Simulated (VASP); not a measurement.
Input of a VASP 6.6.1 run:

INCAR

```
  PREC = Accurate
  ENCUT = 520
  EDIFF = 1E-7
  ISMEAR = 0
  SIGMA = 0.01
  LREAL = Auto
  LASPH = T
  NELM = 150
  ALGO = Normal
  ISIF = 2
  LWAVE = F
  LCHARG = F
  LMAXMIX = 4
  LDAU = T
  LDAUTYPE = 2
  LDAUL = 2 -1
  LDAUU = 4 0
  LDAUJ = 0 0
  LDAUPRINT = 1
  GGA = PE
  NBANDS = 114
```

KPOINTS

```
Automatic mesh
0
Gamma
  2 2 2
```

The input POSCAR:

```
TiO2
1.0
   -4.6403500624      4.6403500624      0.0000000000
    4.6403500624      4.6403500624      0.0000000000
    0.0000000000     -4.6403500624     -6.0122253141
Ti O
8 16
Direct
    0.2500000000      0.7500000000      0.5000000000
    0.0000000000      0.5000000000      0.0000000000
    0.7500000000      0.2500000000      0.5000000000
    0.5000000000      0.0000000000      0.0000000000
    0.6250000000      0.6250000000      0.2500000000
    0.3750000000      0.3750000000      0.7500000000
    0.1250000000      0.1250000000      0.2500000000
    0.8750000000      0.8750000000      0.7500000000
    0.1250000000      0.8193530345      0.2500000000
    0.8750000000      0.5693530345      0.7500000000
    0.6250000000      0.3193530345      0.2500000000
    0.3750000000      0.0693530345      0.7500000000
    0.9443530345      0.7500000000      0.5000000000
    0.6943530345      0.5000000000      0.0000000000
    0.4443530345      0.2500000000      0.5000000000
    0.1943530345      0.0000000000      0.0000000000
    0.5556469655      0.7500000000      0.5000000000
    0.3056469655      0.5000000000      0.0000000000
    0.0556469655      0.2500000000      0.5000000000
    0.8056469655      0.0000000000      0.0000000000
    0.1250000000      0.4306469655      0.2500000000
    0.8750000000      0.1806469655      0.7500000000
    0.6250000000      0.9306469655      0.2500000000
    0.3750000000      0.6806469655      0.7500000000
```

Potentials or basis: VASP PAW PBE potentials, release 64 (Ti_sv, O).

Command:

```bash
$ cat potpaw_PBE.64/Ti_sv/POTCAR potpaw_PBE.64/O/POTCAR > POTCAR
$ mpirun -np 1 vasp_std > vasp.out
```

Task: Estimate the pressure.

Result: 4.1 GPa.

Task: Predict the largest force.

Result: 0.154 eV/Å.

Task: What does it give for the band gap on the k mesh?

Result: 2.30 eV.

Forces on the atoms (eV/Å):
```
Ti   0.000  0.000  0.000
Ti   0.000  0.000  0.000
Ti   0.000  0.000  0.000
Ti   0.000  0.000  0.000
Ti   0.000  0.000  0.000
Ti   0.000  0.000  0.000
Ti   0.000  0.000  0.000
Ti   0.000  0.000  0.000
O    0.109  0.109  0.000
O    0.109  0.109  0.000
O    0.109  0.109  0.000
O    0.109  0.109  0.000
O   -0.109  0.109  0.000
O   -0.109  0.109  0.000
O   -0.109  0.109  0.000
O   -0.109  0.109  0.000
O    0.109 -0.109  0.000
O    0.109 -0.109  0.000
O    0.109 -0.109  0.000
O    0.109 -0.109  0.000
O   -0.109 -0.109  0.000
O   -0.109 -0.109  0.000
O   -0.109 -0.109  0.000
O   -0.109 -0.109  0.000
```

Caveat: the k points lie up to 0.55 Å⁻¹ apart. A k mesh can miss the band edges.
